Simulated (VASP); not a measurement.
Here is a VASP 6.6.1 calculation.

INCAR

```
SYSTEM = BeS
ALGO = Normal
EDIFF = 1E-7
ENCUT = 520
ISIF = 2
ISMEAR = 0
LASPH = .TRUE.
LCHARG = .FALSE.
LREAL = .FALSE.
LWAVE = .FALSE.
NBANDS = 11
NELM = 100
PREC = Accurate
SIGMA = 0.01
```

KPOINTS

```
k-points
0
G
  10 10 10
  0 0 0
```

POSCAR

```
BeS
1.0
    0.0000000000      2.4343066371      2.4343066371
    2.4343066371      0.0000000000      2.4343066371
    2.4343066371      2.4343066371      0.0000000000
Be S
1 1
Direct
    0.0000000000      0.0000000000      0.0000000000
    0.2500000000      0.2500000000      0.2500000000
```

Potentials or basis: VASP PAW LDA potentials, release 64 (Be, S).

Launch:

```console
$ cat potpaw_LDA.64/Be/POTCAR potpaw_LDA.64/S/POTCAR > POTCAR
$ mpirun -np 1 vasp_std > vasp.out
```

Q: What does it give for the band gap on the k mesh?

A: 2.93 eV, indirect (least direct gap 5.55 eV).

Q: What does it give for the pressure?

A: -4.2 GPa.

A k mesh can miss the band edges. As with any semilocal functional, this LDA gap is likely too small.
